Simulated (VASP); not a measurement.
# Ir (P6_3/mmc) in VASP: further runs

Runs on Ir. Level: LDA. Tasks: single point.

Everything below comes from runs of VASP 6.6.1. Logs are shortened: lines on timing, memory, paths and dates and some standing lists are left out, and cuts for length are marked.

### 1 The cell of the first run

Symmetry: P6_3/mmc, No. 194, hexagonal system. Conventional cell: a = 2.579 Å, b = 2.579 Å, c = 4.386 Å, α = 90.00°, β = 90.00°, γ = 120.00°. Ir (site symmetry -6m2) has 12 Ir at 2.58 to 2.65 Å within 3.4 Å.

This isn't the form of Ir at room conditions, which is fcc.

### 2 Single point, LDA

Input file INCAR:

```
SYSTEM = Ir
PREC = Accurate ; ENCUT = 560
EDIFF = 1E-6 ; ISMEAR = 0
SIGMA = 0.15 ; LREAL = .False.
LASPH = .True. ; NELM = 120
ALGO = Normal ; ISIF = 2
LWAVE = .False. ; LCHARG = .True.
GGA = CA ; LELF = .True.
LVHAR = .True. ; NBANDS = 24
GGA_COMPAT = .False.
```

Input file KPOINTS:

```
regular mesh
0
Gamma
  18 18 10
  0 0 0
```

Input file POSCAR:

```
Ir
1.0
    2.5790000000      0.0000000000      0.0000000000
   -1.2895000000      2.2334795163      0.0000000000
    0.0000000000      0.0000000000      4.3862420605
Ir
2
Direct
    0.6666666667      0.3333333333      0.7500000000
    0.3333333333      0.6666666667      0.2500000000
```

Potentials or basis: VASP PAW LDA potentials, release 64 (Ir_sv_GW).

The run is started by

```bash
$ cat potpaw_LDA.64/Ir_sv_GW/POTCAR > POTCAR
$ mpirun -np 1 vasp_std > vasp.out
```

OUTCAR:

```text
SYSTEM = Ir
   PREC = Accurate
   ENCUT = 560
   EDIFF = 1E-6
   ISMEAR = 0
   LREAL = .False.
   LASPH = .True.
   NELM = 120
   ISIF = 2
   GGA = CA

 ion  position               nearest neighbor table
   1  0.667  0.333  0.750-   2 2.65   2 2.65   2 2.65   2 2.65   2 2.65   2 2.65
   2  0.333  0.667  0.250-   1 2.65   1 2.65   1 2.65   1 2.65   1 2.65   1 2.65

  LATTYP: Found a hexagonal cell.
 ALAT       =     2.5790000000
 C/A-ratio  =     1.7007530285

  Lattice vectors:

 A1 = (   2.5790000000,   0.0000000000,   0.0000000000)
 A2 = (  -1.2895000000,   2.2334795163,   0.0000000000)
 A3 = (   0.0000000000,   0.0000000000,   4.3862420605)

Analysis of symmetry for initial positions (statically):
=====================================================================
 Subroutine PRICEL returns:
 Original cell was already a primitive cell.

 Routine SETGRP: Setting up the symmetry group for a
 hexagonal supercell.

 Subroutine GETGRP returns: Found 24 space group operations
 (whereof 12 operations were pure point group operations)
 out of a pool of 24 trial point group operations.

The static configuration has the point symmetry D_3d.
 The point group associated with its full space group is D_6h.

Analysis of symmetry for dynamics (positions and initial velocities):
=====================================================================
 Subroutine PRICEL returns:
 Original cell was already a primitive cell.

 Routine SETGRP: Setting up the symmetry group for a
 hexagonal supercell.

 Subroutine GETGRP returns: Found 24 space group operations
 (whereof 12 operations were pure point group operations)
 out of a pool of 24 trial point group operations.

The dynamic configuration has the point symmetry D_3d.
 The point group associated with its full space group is D_6h.

 Subroutine INISYM returns: Found 24 space group operations
 (whereof 12 operations are pure point group operations),
 and found     1 'primitive' translations

----------------------------------------------------------------------------------------

                                     Primitive cell

  volume of cell :      25.2654

  direct lattice vectors                    reciprocal lattice vectors
     2.579000000  0.000000000  0.000000000     0.387747189  0.223865944  0.000000000
    -1.289500000  2.233479516  0.000000000     0.000000000  0.447731888  0.000000000
     0.000000000  0.000000000  4.386242060     0.000000000  0.000000000  0.227985594

  length of vectors
[... 80 lines left out ...]
   ENCUT  =  560.0 eV  41.16 Ry    6.42 a.u.   4.98  4.98  8.46*2*pi/ulx,y,z
   NELM   =    120;   NELMIN=  2; NELMDL= -5     # of ELM steps
   EDIFF  = 0.1E-05   stopping-criterion for ELM
   LREAL  =      F    real-space projection
   EDIFFG = 0.1E-04   stopping-criterion for IOM
   NSW    =      0    number of steps for IOM
   IBRION =     -1    ionic relax: 0-MD 1-quasi-New 2-CG
   NFREE  =      0    steps in history (QN), initial steepest desc. (CG)
   ISIF   =      2    stress and relaxation
   ISYM   =      2    0-nonsym 1-usesym 2-fastsym
   POTIM  = 0.5000    time-step for ionic-motion
   TEBEG  =    0.0;   TEEND  =   0.0 temperature during run
   PSTRESS=    0.0 pullay stress
   NELECT =      34.0000    total number of electrons
   NUPDOWN=      -1.0000    fix difference up-down
   EMIN   =  10.00;   EMAX   =-10.00  energy-range for DOS
   EFERMI =   0.00;   METHOD = LEGACY
   ISMEAR =     0;   SIGMA  =   0.15  broadening in eV -4-tet -1-fermi 0-gaus
   EFERMI_NEDOS =   21; number of points for ismear=-14 and -15
   IALGO  =     38    algorithm
   IMIX   =      4    mixing-type and parameters
     AMIX     =   0.40;   BMIX     =  1.00
     AMIX_MAG =   1.60;   BMIX_MAG =  1.00
  volume/ion in A,a.u.               =      12.63        85.25
  Fermi-wavevector in a.u.,A,eV,Ry     =   1.807420  3.415529 44.447081  3.266768
  Thomas-Fermi vector in A             =   2.866708
   LORBIT       =      0    0 simple, 1 ext, 2 COOP (PROOUT), +10 PAW based schemes
   GGA     = CA    functional components
   LHFCALC =     F    Hartree Fock is set to
   AEXX    =    0.0000 exact exchange contribution
   IVDW    =     0    specifies the selected vdW correction
   LEPSILON=     F    determine dielectric tensor
   LRPA    =     F    only Hartree local field effects (RPA)
 non-spin polarized calculation
 Gauss-broadening in eV      SIGMA  =   0.15
  energy-cutoff  :      560.00
  volume of cell :       25.27
 maximum number of plane-waves:       780
 NGX is ok and might be reduce to    20
   NGX =  9   NGY =  9   NGZ = 17

 number of electron      34.0000000 magnetization

 Free energy of the ion-electron system (eV)
  ---------------------------------------------------
  ext. energy  EPLUGINS =         0.00000000
  ---------------------------------------------------
  free energy    TOTEN  =       -21.22212168 eV

  energy without entropy =      -21.20106576  energy(sigma->0) =      -21.21159372

 E-fermi :  15.0686     XC(G=0): -15.5150

 val. band max:       15.0613684895   @ k =   0.2222   0.1667   0.1000
 cond. band min:      15.0704493648   @ k =   0.2778   0.1667   0.4000
 fundamental gap:      0.0090808752
 Fermi energy:        15.0685970564

 k-point     1 :       0.0000    0.0000    0.0000
  band No.  band energies     occupation
      1     -77.8874      2.00000
      2     -77.7933      2.00000
      3     -35.5275      2.00000
      4     -34.5168      2.00000
      5     -34.5168      2.00000
      6     -34.4549      2.00000
[... 637 lines left out ...]
     23      26.2841      0.00000
     24      28.9180      0.00000

 [... further k-points ...]

------------------------ aborting loop because EDIFF is reached ----------------------------------------

  FORCE on cell =-STRESS in cart. coord.  units (eV):
  Direction    XX          YY          ZZ          XY          YZ          ZX
  --------------------------------------------------------------------------------------
  -------------------------------------------------------------------------------------
  Total        9.3316068      9.3316068      4.8407061      0.0000000      0.0000000      0.0000000
  in kB      591.7538651    591.7538650    306.9682000      0.0000000      0.0000000      0.0000000
  external PRESSURE =     496.8253100 kB  Pullay stress =       0.0000000 kB

 VOLUME and BASIS-vectors are now :
 -----------------------------------------------------------------------------
  energy-cutoff  :      560.00
  volume of cell :       25.27
      direct lattice vectors                 reciprocal lattice vectors
     2.579000000  0.000000000  0.000000000     0.387747189  0.223865944  0.000000000
    -1.289500000  2.233479516  0.000000000     0.000000000  0.447731888  0.000000000
     0.000000000  0.000000000  4.386242060     0.000000000  0.000000000  0.227985594

 POSITION                                       TOTAL-FORCE (eV/Angst)
 -----------------------------------------------------------------------------------
      1.28950      0.74449      3.28968        -0.000000      0.000000      0.000000
     -0.00000      1.48899      1.09656         0.000000     -0.000000      0.000000
 -----------------------------------------------------------------------------------
    total drift:                               -0.000000      0.000000     -0.000000

  FREE ENERGIE OF THE ION-ELECTRON SYSTEM (eV)
  ---------------------------------------------------
  free  energy   TOTEN  =       -21.2221216772 eV

  energy  without entropy=      -21.2010657569  energy(sigma->0) =      -21.21159372
```

stdout:

```text
POSCAR found type information on POSCAR Ir
 POSCAR found :  1 types and       2 ions
 scaLAPACK will be used
 LDA part: xc-table for (Slater(with rela. corr.)+CA(PZ))
 , standard interpolation
 POSCAR, INCAR and KPOINTS ok, starting setup
 FFT: planning ... GRIDC
 FFT: planning ... GRID_SOFT
 FFT: planning ... GRID
 WAVECAR not read
 entering main loop
```

Wall time 2.6 min (1 thread of AMD EPYC 7R43 (Zen 3), shared host); peak memory 0.2 GiB.

What came out:

| Item | Value |
| --- | --- |
| Free energy | -21.2221 eV |
| Pressure | 49.7 GPa |
| Band gap on the k mesh | zero (bands 17 and 18 overlap by 4.39 eV) |

Stress tensor (GPa, compression positive):
```
59.18  0.00  0.00
 0.00 59.18  0.00
 0.00  0.00 30.70
```

Caveat: the stress differs along the axes, from 31 to 59 GPa; spin-orbit coupling is left out, which moves the levels of the heavy elements.

### 3 Single point, LDA

This run uses another cell than the first one, of 14.97 Å³/atom.

Input file INCAR:

```
PREC     = Accurate       # precision mode
ENCUT    = 560            # plane-wave cutoff, eV
EDIFF    = 1E-6           # SCF threshold, eV
ISMEAR   = 0              # smearing method
SIGMA    = 0.15           # smearing width, eV
LREAL    = F              # projectors in reciprocal space
LASPH    = T              # aspherical terms in the spheres
NELM     = 120            # most SCF steps
ALGO     = Normal         # electronic algorithm
ISIF     = 2              # what is computed and relaxed
LWAVE    = F              # write WAVECAR
LCHARG   = F              # write CHGCAR
NBANDS   = 24             # bands
GGA_COMPAT= F
```

Input file KPOINTS:

```
Automatic mesh
0
Gamma
  18 18 10
```

Input file POSCAR:

```
Ir
1.0
    2.8315000000      0.0000000000      0.0000000000
   -1.4157500000      2.4521509308      0.0000000000
    0.0000000000      0.0000000000      4.3131000000
Ir
2
Direct
    0.6666666667      0.3333333333      0.7500000000
    0.3333333333      0.6666666667      0.2500000000
```

Potentials or basis: VASP PAW LDA potentials, release 64 (Ir_sv_GW).

The run is started by

```bash
$ cat potpaw_LDA.64/Ir_sv_GW/POTCAR > POTCAR
$ mpirun -np 1 vasp_std > vasp.out
```

Wall time 47 s (1 thread of Intel Xeon 6975P-C (Granite Rapids), shared host); peak memory 0.26 GiB.

It converged, with:

- Free energy: -21.4412 eV
- Pressure: -23.3 GPa
- Band gap on the k mesh: zero (bands 17 and 18 overlap by 2.93 eV)

Stress tensor (GPa, compression positive):
```
-28.86   0.00   0.00
  0.00 -28.86   0.00
  0.00   0.00 -12.32
```

Levels at points of the mesh, in eV from the Fermi level:
```tsv
k point	band 14	band 15	band 16	band 17	band 18	band 19	band 20	band 21
(0.00, 0.00, 0.00)	-2.89	-2.89	-2.74	-2.74	-0.04	0.19	0.19	7.36
(0.50, 0.00, 0.00)	-3.01	-2.43	0.21	0.74	1.11	2.52	3.77	8.10
(0.00, 0.00, 0.50)	-3.92	-3.87	-3.87	-0.44	-0.44	-0.44	-0.44	13.16
(0.50, 0.00, 0.50)	-2.27	-0.93	-0.93	0.54	0.54	1.85	1.85	6.98
```

Caveat: the stress differs along the axes, from -29 to -12 GPa; spin-orbit coupling is left out, which moves the levels of the heavy elements.

(Part 1 of 2 ends here.)
